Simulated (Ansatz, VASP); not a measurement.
## AlN: VASP beside Ansatz

```
CELL_PARAMETERS angstrom
3.16596 0.00000 0.00000
-1.58298 2.74180 0.00000
0.00000 0.00000 5.06736
ATOMIC_POSITIONS crystal
Al 0.34619 0.69239 0.00152
Al 0.65381 0.30761 0.50152
N 0.32186 0.64372 0.38348
N 0.67814 0.35628 0.88348
```

Change from the starting cell: mode 5 frozen in at +0.069 Å, equal normal strain along x, y and z +0.0250.

Alike in both runs: task single point; functional LDA; k mesh 9 × 9 × 6; occupations gaussian, width 0.05 eV; no spin polarisation.

```csv
,VASP,Ansatz
version,VASP 6.6.1,Ansatz 0.2.0
potentials or method,"VASP PAW LDA potentials, release 64 (Al, N), cutoff 520 eV","scalar-relativistic, plane waves, PAW"
valence electrons in the cell,16,16
```

```tsv
	VASP	Ansatz	Ansatz less VASP
gap on the k mesh at the Fermi level (eV)	3.72	3.72	-0.004
least direct gap on the mesh (eV)	3.72	3.72	-0.004
pressure (GPa)	-13.2	-13.6	-0.42
traceless stress, the component that is largest in VASP (GPa)	-1.01	-1.03	-0.020
rms of the force components (eV/Å)	0.187	0.187	+0.0001
```

LDA's correlation is that of Perdew and Zunger in VASP and of Perdew and Wang (1992) in Ansatz. Atom by atom the forces differ by 0.001 eV/Å (rms over components).
